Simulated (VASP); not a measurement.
# MoS2 (P-3m1) in VASP: notebook

Aim: see how the results for MoS2 move with the level of theory and the settings. Levels: LDA, PBE, PBEsol, revPBE. Tasks: relaxation of cell and atoms, single point.

Everything below comes from runs of VASP 6.6.1. Logs are shortened: lines on timing, memory, paths and dates and some standing lists are left out, and cuts for length are marked.

## (1) The cell of the first run

Symmetry: P-3m1, No. 164, trigonal system. The conventional cell has a = 3.227 Å, b = 3.227 Å, c = 6.312 Å, α = 90.00°, β = 90.00°, γ = 120.00°. Within 3.2 Å of Mo (site symmetry -3m) lie 6 S at 2.42 Å. Within 3.2 Å of S (site symmetry 3m) lie 3 Mo at 2.42 Å.

## (2) Relaxation of cell and atoms, LDA

The input, INCAR:

```
SYSTEM = MoS2
PREC = Accurate
ENCUT = 600
EDIFF = 1E-6
ISMEAR = -1
SIGMA = 0.05
LREAL = .FALSE.
LASPH = .TRUE.
NELM = 100
ALGO = Normal
ISIF = 3
LWAVE = .FALSE.
LCHARG = .FALSE.
IBRION = 2
NSW = 60
EDIFFG = -0.01
```

The input, KPOINTS:

```
Automatic mesh
0
G
  9 9 4
  0 0 0
```

The input, POSCAR:

```
MoS2
1.0
    3.2274645616      0.0000000000      0.0000000000
   -1.6137322808      2.7950663001      0.0000000000
    0.0000000000      0.0000000000      6.3124734200
Mo S
1 2
Direct
    0.0000000000      0.0000000000      0.5000000000
    0.6666666667      0.3333333333      0.7446806800
    0.3333333333      0.6666666667      0.2553193200
```

Potentials or basis: VASP PAW LDA potentials, release 64 (Mo_sv, S).

The run is started by

```sh
$ cat potpaw_LDA.64/Mo_sv/POTCAR potpaw_LDA.64/S/POTCAR > POTCAR
$ mpirun -np 1 vasp_std > vasp.out
```

OUTCAR:

```text
SYSTEM = MoS2
   PREC = Accurate
   ENCUT = 600
   EDIFF = 1E-6
   ISMEAR = -1
   LREAL = .FALSE.
   LASPH = .TRUE.
   NELM = 100
   ISIF = 3
   IBRION = 2
   NSW = 60
   EDIFFG = -0.01

 ion  position               nearest neighbor table
   1  0.000  0.000  0.500-   2 2.42   3 2.42   3 2.42   2 2.42   2 2.42   3 2.42
   2  0.667  0.333  0.745-   1 2.42   1 2.42   1 2.42
   3  0.333  0.667  0.255-   1 2.42   1 2.42   1 2.42

  LATTYP: Found a hexagonal cell.
 ALAT       =     3.2274645616
 C/A-ratio  =     1.9558614199

  Lattice vectors:

 A1 = (   3.2274645616,   0.0000000000,   0.0000000000)
 A2 = (  -1.6137322808,   2.7950663001,   0.0000000000)
 A3 = (   0.0000000000,   0.0000000000,   6.3124734200)

Analysis of symmetry for initial positions (statically):
=====================================================================
 Subroutine PRICEL returns:
 Original cell was already a primitive cell.

 Routine SETGRP: Setting up the symmetry group for a
 hexagonal supercell.

 Subroutine GETGRP returns: Found 12 space group operations
 (whereof 12 operations were pure point group operations)
 out of a pool of 24 trial point group operations.

The static configuration has the point symmetry D_3d.

Analysis of symmetry for dynamics (positions and initial velocities):
=====================================================================
 Subroutine PRICEL returns:
 Original cell was already a primitive cell.

 Routine SETGRP: Setting up the symmetry group for a
 hexagonal supercell.

 Subroutine GETGRP returns: Found 12 space group operations
 (whereof 12 operations were pure point group operations)
 out of a pool of 24 trial point group operations.

The dynamic configuration has the point symmetry D_3d.

 Subroutine INISYM returns: Found 12 space group operations
 (whereof 12 operations are pure point group operations),
 and found     1 'primitive' translations

----------------------------------------------------------------------------------------

                                     Primitive cell

  volume of cell :      56.9447

  direct lattice vectors                    reciprocal lattice vectors
     3.227464562  0.000000000  0.000000000     0.309840737  0.178886633  0.000000000
    -1.613732281  2.795066300  0.000000000     0.000000000  0.357773266  0.000000000
     0.000000000  0.000000000  6.312473420     0.000000000  0.000000000  0.158416509

  length of vectors
     3.227464562  3.227464562  6.312473420     0.357773266  0.357773266  0.158416509

  position of ions in fractional coordinates (direct lattice)
     0.000000000  0.000000000  0.500000000
     0.666666667  0.333333333  0.744680680
     0.333333333  0.666666667  0.255319320

  ion indices of the primitive-cell ions
   primitive index   ion index
                 1           1
                 2           2
                 3           3

----------------------------------------------------------------------------------------

 KPOINTS: Automatic mesh

Automatic generation of k-mesh.
 Grid dimensions read from file:
 generate k-points for:    9    9    4

 Generating k-lattice:

  Cartesian coordinates                     Fractional coordinates (reciprocal lattice)
     0.034426749  0.019876293  0.000000000     0.111111111  0.000000000  0.000000000
     0.000000000  0.039752585  0.000000000     0.000000000  0.111111111  0.000000000
     0.000000000  0.000000000  0.039604127     0.000000000  0.000000000  0.250000000

  Length of vectors
     0.039752585  0.039752585  0.039604127

  Shift w.r.t. Gamma in fractional coordinates (k-lattice)
     0.000000000  0.000000000  0.000000000

 Subroutine IBZKPT returns following result:
 ===========================================

 Found     43 irreducible k-points:

 Following reciprocal coordinates:
            Coordinates               Weight
  0.000000  0.000000  0.000000      1.000000
  0.111111  0.000000  0.000000      6.000000
  0.222222  0.000000  0.000000      6.000000
  0.333333  0.000000  0.000000      6.000000
  0.444444  0.000000  0.000000      6.000000
  0.111111  0.111111  0.000000      6.000000
[... 16 lines left out ...]
  0.222222  0.111111  0.250000     12.000000
 -0.111111  0.333333  0.250000     12.000000
 [... further k-points ...]
   k-points           NKPTS =     43   k-points in BZ     NKDIM =     43   number of bands    NBANDS=     17
   number of dos      NEDOS =    301   number of ions     NIONS =      3
   total plane-waves  NPLWV =  39200
   dimension x,y,z NGX =    28 NGY =   28 NGZ =   50
   dimension x,y,z NGXF=    56 NGYF=   56 NGZF=  100
   ions per type =               1   2
   NGX,Y,Z   is equivalent  to a cutoff of  14.42, 14.42, 13.17 a.u.
   NGXF,Y,Z  is equivalent  to a cutoff of  28.85, 28.85, 26.34 a.u.
 SYSTEM =  MoS2
   PREC   = accura    normal or accurate (medium, high low for compatibility)
   ISTART =      0    job   : 0-new  1-cont  2-samecut
   ICHARG =      2    charge: 1-file 2-atom 10-const
   ISPIN  =      1    spin polarized calculation?
   LNONCOLLINEAR =      F non collinear calculations
   LSORBIT =      F    spin-orbit coupling
   LASPH  =      T    aspherical Exc in radial PAW
   ENCUT  =  600.0 eV  44.10 Ry    6.64 a.u.   6.45  6.45 12.61*2*pi/ulx,y,z
   NELM   =    100;   NELMIN=  2; NELMDL= -5     # of ELM steps
   EDIFF  = 0.1E-05   stopping-criterion for ELM
   LREAL  =      F    real-space projection
   EDIFFG = -.1E-01   stopping-criterion for IOM
   NSW    =     60    number of steps for IOM
   IBRION =      2    ionic relax: 0-MD 1-quasi-New 2-CG
   NFREE  =      1    steps in history (QN), initial steepest desc. (CG)
   ISIF   =      3    stress and relaxation
   ISYM   =      2    0-nonsym 1-usesym 2-fastsym
   POTIM  = 0.5000    time-step for ionic-motion
   TEBEG  =    0.0;   TEEND  =   0.0 temperature during run
   PSTRESS=    0.0 pullay stress
   NELECT =      26.0000    total number of electrons
   NUPDOWN=      -1.0000    fix difference up-down
   EMIN   =  10.00;   EMAX   =-10.00  energy-range for DOS
   EFERMI =   0.00;   METHOD = LEGACY
   ISMEAR =    -1;   SIGMA  =   0.05  broadening in eV -4-tet -1-fermi 0-gaus
   EFERMI_NEDOS =   21; number of points for ismear=-14 and -15
   IALGO  =     38    algorithm
   IMIX   =      4    mixing-type and parameters
     AMIX     =   0.40;   BMIX     =  1.00
     AMIX_MAG =   1.60;   BMIX_MAG =  1.00
  volume/ion in A,a.u.               =      18.98       128.09
  Fermi-wavevector in a.u.,A,eV,Ry     =   1.260612  2.382212 21.621610  1.589144
  Thomas-Fermi vector in A             =   2.394113
   LORBIT       =      0    0 simple, 1 ext, 2 COOP (PROOUT), +10 PAW based schemes
   GGA     = CA    functional components
   LHFCALC =     F    Hartree Fock is set to
   AEXX    =    0.0000 exact exchange contribution
   IVDW    =     0    specifies the selected vdW correction
   LEPSILON=     F    determine dielectric tensor
   LRPA    =     F    only Hartree local field effects (RPA)
 conjugate gradient relaxation of ions
 non-spin polarized calculation
  energy-cutoff  :      600.00
  volume of cell :       56.94
 maximum number of plane-waves:      1934
 NGX is ok and might be reduce to    28
   NGX = 13   NGY = 13   NGZ = 25

--------------------------------------- Ionic step        1  -------------------------------------------

 number of electron      26.0000002 magnetization

 Free energy of the ion-electron system (eV)
  ---------------------------------------------------
  ext. energy  EPLUGINS =         0.00000000
  ---------------------------------------------------
  free energy    TOTEN  =       -23.55291361 eV

  energy without entropy =      -23.54412005  energy(sigma->0) =      -23.54851683

------------------------ aborting loop because EDIFF is reached ----------------------------------------

  FORCE on cell =-STRESS in cart. coord.  units (eV):
  Direction    XX          YY          ZZ          XY          YZ          ZX
  --------------------------------------------------------------------------------------
  -------------------------------------------------------------------------------------
  Total       -2.4732495     -2.4732495     -1.3011789      0.0000000      0.0000000      0.0000000
  in kB      -69.5865571    -69.5865571    -36.6095525      0.0000000      0.0000000      0.0000000
  external PRESSURE =     -58.5942222 kB  Pullay stress =       0.0000000 kB
[... 92 lines left out ...]
  FREE ENERGIE OF THE ION-ELECTRON SYSTEM (eV)
  ---------------------------------------------------
  free  energy   TOTEN  =       -23.6027458417 eV

  energy  without entropy=      -23.5947231511  energy(sigma->0) =      -23.59873450

[... ionic steps 4 to 27 ...]

--------------------------------------- Ionic step       28  -------------------------------------------

 number of electron      26.0000001 magnetization

------------------------ aborting loop because EDIFF is reached ----------------------------------------

  FORCE on cell =-STRESS in cart. coord.  units (eV):
  Direction    XX          YY          ZZ          XY          YZ          ZX
  --------------------------------------------------------------------------------------
  -------------------------------------------------------------------------------------
  Total       -0.0333482     -0.0333482     -0.0305741      0.0000000      0.0000000     -0.0000000
  in kB       -1.0792353     -1.0792353     -0.9894570      0.0000000      0.0000000     -0.0000000
  external PRESSURE =      -1.0493092 kB  Pullay stress =       0.0000000 kB
[... 59 lines left out ...]
  energy  without entropy=      -23.6631472976  energy(sigma->0) =      -23.66750985

--------------------------------------- Ionic step       30  -------------------------------------------

 number of electron      26.0000001 magnetization

 Free energy of the ion-electron system (eV)
  ---------------------------------------------------
  ext. energy  EPLUGINS =         0.00000000
  ---------------------------------------------------
  free energy    TOTEN  =       -23.67191188 eV

  energy without entropy =      -23.66318863  energy(sigma->0) =      -23.66755026

 E-fermi :   8.6505     XC(G=0): -11.6100

 val. band max:        8.6449908981   @ k =   0.1111   0.0000   0.0000
 cond. band min:       8.6781249875   @ k =  -0.1111   0.3333   0.2500
 fundamental gap:      0.0331340893
 Fermi energy:         8.6505164472

 k-point     1 :       0.0000    0.0000    0.0000
  band No.  band energies     occupation
      1     -52.7376      2.00000
      2     -27.0400      2.00000
      3     -26.8860      2.00000
      4     -26.8860      2.00000
      5      -6.7075      2.00000
      6      -4.7214      2.00000
[... 9 lines left out ...]
     16      11.7047      0.00000
     17      11.7047      0.00000
[... 443 lines left out ...]
      1     -52.7085      2.00000
      2     -27.1483      2.00000
      3     -26.9847      2.00000
      4     -26.9646      2.00000
      5      -5.2586      2.00000
      6      -4.7204      2.00000
[... 9 lines left out ...]
     16      11.4904      0.00000
     17      12.5939      0.00000

 [... further k-points ...]
[... 5 lines left out ...]
  --------------------------------------------------------------------------------------
  -------------------------------------------------------------------------------------
  Total        0.0032288      0.0032288     -0.0109410      0.0000000     -0.0000000      0.0000000
  in kB        0.1045294      0.1045294     -0.3542008      0.0000000     -0.0000000      0.0000000
  external PRESSURE =      -0.0483806 kB  Pullay stress =       0.0000000 kB
[... 18 lines left out ...]
  FREE ENERGIE OF THE ION-ELECTRON SYSTEM (eV)
  ---------------------------------------------------
  free  energy   TOTEN  =       -23.6719118758 eV

  energy  without entropy=      -23.6631886342  energy(sigma->0) =      -23.66755026

 reached required accuracy - stopping structural energy minimisation
```

It took 9.7 min on 1 thread of Intel Xeon 6975P-C, shared host; peak memory 0.22 GiB.

What came out:

```yaml
Free_energy: -23.6719 eV
Relaxed_volume: 16.50 Å³/atom
Relaxed_cell: a = 3.146 Å, b = 3.146 Å, c = 5.775 Å, α = 90.00°, β = 90.00°, γ = 120.00°
Space_group_after_relaxing_to_0.05_Å: P-3m1 (No. 164)
Energy_gained_by_relaxing: 39.7 meV/atom
Ionic_steps: 30
Pressure_after_relaxing: 0.0 GPa
Band_gap_on_the_k_mesh: zero (band 13 reaches 9.49 eV, above the bottom of band 14 at 8.32 eV)
```

Step by step:
```csv
step,energy change (eV),largest force (eV/Å),pressure (GPa),volume (Å³)
1,0.0000,0.1331,-5.86,56.94
2,0.0480,1.6681,10.58,51.41
3,-0.0498,0.5590,0.15,54.55
4,-0.0797,0.2684,-0.17,53.72
5,-0.0862,0.0821,-0.41,53.15
6,-0.0863,0.0602,-0.43,53.08
7,-0.0883,0.1444,0.43,52.63
8,-0.0887,0.1963,0.95,52.35
9,-0.0895,0.1886,0.89,52.29
10,-0.0917,0.1655,0.81,52.13
11,-0.0959,0.1197,0.63,51.79
12,-0.1027,0.0309,0.35,51.12
13,-0.1095,0.1414,0.10,49.77
14,-0.1150,0.0719,0.46,49.37
15,-0.1175,0.0118,0.92,48.90
16,-0.1171,0.1530,-1.13,49.38
17,-0.1184,0.0631,0.01,49.11
18,-0.1186,0.0223,0.09,49.16
19,-0.1187,0.0074,0.13,49.17
20,-0.1187,0.0254,-0.10,49.27
21,-0.1187,0.0241,-0.11,49.26
22,-0.1187,0.0215,-0.08,49.25
23,-0.1188,0.0162,-0.05,49.27
24,-0.1189,0.0025,-0.01,49.35
25,-0.1189,0.0255,0.01,49.50
26,-0.1189,0.0161,-0.01,49.45
27,-0.1190,0.0022,-0.06,49.49
28,-0.1190,0.0052,-0.10,49.51
29,-0.1190,0.0181,0.16,49.44
30,-0.1190,0.0006,0.00,49.49
```

Final structure:
```
CELL_PARAMETERS angstrom
3.14567 0.00000 0.00000
-1.57283 2.72423 0.00000
0.00000 0.00000 5.77511
ATOMIC_POSITIONS crystal
Mo 0.00000 0.00000 0.50000
S 0.66667 0.33333 0.77105
S 0.33333 0.66667 0.22895
```

## (3) Single point, PBE, non-collinear spin, zero start, spin-orbit coupling

The input, INCAR:

```
SYSTEM = MoS2
PREC = Accurate ; ENCUT = 520
EDIFF = 1E-6 ; ISMEAR = -1
SIGMA = 0.05 ; LREAL = .FALSE.
LASPH = .TRUE. ; NELM = 150
ALGO = Normal ; ISIF = 2
LWAVE = .FALSE. ; LCHARG = .FALSE.
LNONCOLLINEAR = .TRUE. ; MAGMOM = 0 0 0 0 0 0 0 0 0
LORBIT = 11 ; LSORBIT = .TRUE.
GGA_COMPAT = .FALSE. ; LORBMOM = .TRUE.
LMAXMIX = 4 ; GGA = PE
NBANDS = 39
```

The input, KPOINTS:

```
regular mesh
0
G
  9 9 4
  0 0 0
```

POSCAR is that of step 2.

Potentials or basis: VASP PAW PBE potentials, release 64 (Mo_sv, S).

The run is started by

```sh
$ cat potpaw_PBE.64/Mo_sv/POTCAR potpaw_PBE.64/S/POTCAR > POTCAR
$ mpirun -np 1 vasp_ncl > vasp.out
```

It took 2.8 min on 1 thread of Intel Xeon 6975P-C, shared host; peak memory 0.36 GiB.

Results (log left out):

- Free energy: -21.1129 eV
- Pressure: 1.0 GPa
- Largest force: 0.278 eV/Å
- Net moment: 0.00 μB per cell
- Valence electrons inside the program's atomic spheres: Mo 12.39; S 3.69

Forces in eV/Å, atoms in the order of the input:
```
Mo   0.000  0.000  0.000
S    0.000  0.000  0.278
S    0.000  0.000 -0.278
```

Stress tensor (GPa, compression positive):
```
0.07 0.00 0.00
0.00 0.07 0.00
0.00 0.00 2.95
```

Moments on the atoms (μB; x, y, z):
```
Mo  0.00 0.00 0.00
S   0.00 0.00 0.00
S   0.00 0.00 0.00
```

Caveat: this functional lacks dispersion, which binds the layers, so the pressure and a relaxed spacing across them are unreliable.

## (4) Single point, PBEsol, non-collinear spin, zero start, spin-orbit coupling

The input, INCAR:

```
PREC = Accurate ; ENCUT = 520
EDIFF = 1E-6 ; ISMEAR = -1
SIGMA = 0.05 ; LREAL = False
LASPH = True ; NELM = 150
ALGO = Normal ; ISIF = 2
LWAVE = False ; LCHARG = True
MAGMOM = 0 0 0 0 0 0 0 0 0 ; LORBIT = 11
LSORBIT = True ; GGA_COMPAT = False
LORBMOM = True ; LMAXMIX = 4
GGA = PS ; LVHAR = True
NBANDS = 39
```

The input, KPOINTS:

```
regular mesh
0
Gamma
  9 9 4
```

POSCAR is that of step 3.

The run is started by

```sh
$ cat potpaw_PBE.64/Mo_sv/POTCAR potpaw_PBE.64/S/POTCAR > POTCAR
$ mpirun -np 1 vasp_ncl > vasp.out
```

Run time: 4.3 min. Hardware: 1 thread of AMD EPYC 7R13, shared host; peak memory 0.32 GiB.

The run converged. Its results:

- Free energy: -22.6765 eV
- Pressure: -3.4 GPa
- Largest force: 0.029 eV/Å
- Net moment: 0.00 μB per cell
- Valence electrons inside the program's atomic spheres: Mo 12.40; S 3.66

Forces on the atoms (eV/Å):
```
Mo   0.000  0.000  0.000
S    0.000  0.000  0.029
S    0.000  0.000 -0.029
```

Stress tensor (GPa, compression positive):
```
-4.64  0.00  0.00
 0.00 -4.64  0.00
 0.00  0.00 -0.91
```

Moments on the atoms (μB; x, y, z):
```
Mo  0.00 0.00 0.00
S   0.00 0.00 0.00
S   0.00 0.00 0.00
```

Caveat: the PAW data sets were made with another functional, which shifts forces and pressure a little; this functional lacks dispersion, which binds the layers, so the pressure and a relaxed spacing across them are unreliable.

## (5) Single point, revPBE

The input, INCAR:

```
SYSTEM = MoS2
PREC = Accurate
ENCUT = 520
EDIFF = 1E-6
ISMEAR = -1
SIGMA = 0.05
LREAL = .False.
LASPH = .True.
NELM = 60
ALGO = Normal
ISIF = 2
LWAVE = .False.
LCHARG = .False.
GGA = RE
NBANDS = 20
```

The input, KPOINTS:

```
regular mesh
0
Gamma
  9 9 4
  0 0 0
```

POSCAR is that of step 4.

The run is started by

```sh
$ cat potpaw_PBE.64/Mo_sv/POTCAR potpaw_PBE.64/S/POTCAR > POTCAR
$ mpirun -np 1 vasp_std > vasp.out
```

It took 14 s on 1 thread of Intel Xeon 6975P-C (Granite Rapids), shared host; peak memory 0.19 GiB.

It converged, with:

| Property | Result |
| --- | --- |
| Free energy | -19.9357 eV |
| Pressure | 2.8 GPa |
| Largest force | 0.319 eV/Å |
| Band gap on the k mesh | zero (band 13 reaches 7.63 eV, above the bottom of band 14 at 6.58 eV) |

Forces on the atoms (eV/Å):
```
Mo   0.000  0.000  0.000
S    0.000  0.000  0.319
S    0.000  0.000 -0.319
```

Stress tensor (GPa, compression positive):
```
1.79 0.00 0.00
0.00 1.79 0.00
0.00 0.00 4.70
```

Levels at points of the mesh, in eV from the Fermi level:
```csv
k point,band 10,band 11,band 12,band 13,band 14,band 15,band 16,band 17
"(0.00, 0.00, 0.00)",-1.86,-1.03,-0.94,-0.94,-0.34,-0.34,3.18,3.18
"(0.00, 0.00, 0.50)",-3.54,-0.95,-0.95,-0.41,-0.41,-0.09,3.33,3.33
```

Caveat: the PAW data sets were made with another functional, which shifts forces and pressure a little; this functional lacks dispersion, which binds the layers, so the pressure and a relaxed spacing across them are unreliable.

## (6) Summary

```csv
task,level,potentials or basis,spin,cell,cutoff (eV),gap on the mesh (eV),pressure (GPa),moment (μB),largest force (eV/Å)
relaxation of cell and atoms,LDA,"VASP PAW LDA potentials, release 64 (Mo_sv, S)",off,relaxed,600,none,0.0,-,-
single point,PBE,"VASP PAW PBE potentials, release 64 (Mo_sv, S)","non-collinear, zero start, SOC",as given,520,-,1.0,0.00,0.28
single point,PBEsol,"VASP PAW PBE potentials, release 64 (Mo_sv, S)","non-collinear, zero start, SOC",as given,520,-,-3.4,0.00,0.03
single point,revPBE,"VASP PAW PBE potentials, release 64 (Mo_sv, S)",off,as given,520,none,2.8,-,0.32
```

Alike in all rows: k mesh 9 × 9 × 4; smearing fermi-dirac 0.05 eV.

Caveats: this functional lacks dispersion, which binds the layers, so the pressure and a relaxed spacing across them are unreliable (some runs); the PAW data sets were made with another functional, which shifts forces and pressure a little (some runs).

Absolute energies hang on the potentials; compare differences alone.
